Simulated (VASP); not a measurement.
AgI, 4 atoms in the cell. Symmetry: P6_3mc, No. 186, hexagonal system. Conventional cell: a = 4.485 Å, b = 4.485 Å, c = 7.341 Å, α = 90.00°, β = 90.00°, γ = 120.00°. Within 3.6 Å of Ag (site symmetry 3m) lie 4 I at 2.75 Å. I (site symmetry 3m) has 4 Ag at 2.75 Å within 3.6 Å. 

```yaml
Program: VASP 6.6.1
Task: single point
Functional: LDA
Potentials_or_basis: VASP PAW LDA potentials, release 64 (Ag, I)
Cutoff: 500 eV
k_mesh: 6 × 6 × 4
Occupations: gaussian, width 0.01 eV
Spin: no spin polarisation
Dipole_correction: no
Further_INCAR_settings: ALGO = Normal; EDIFF = 1e-06; NBANDS = 26
```

Potentials or basis: VASP PAW LDA potentials, release 64 (Ag, I).

The run is started by

```bash
$ cat potpaw_LDA.64/Ag/POTCAR potpaw_LDA.64/I/POTCAR > POTCAR
$ mpirun -np 1 vasp_std > vasp.out
```

Hardware: 1 thread of Intel(R) Xeon(R) Platinum 8259CL CPU @ 2.50GHz (Skylake/Cascade Lake), with other jobs on the host.

Q: Estimate the wall time of this run.

A: It took 56 s on 1 thread of Intel(R) Xeon(R) Platinum 8259CL CPU @ 2.50GHz (Skylake/Cascade Lake) (shared host), peak memory 0.23 GiB. Counts: scf iterations 13, k points 21.
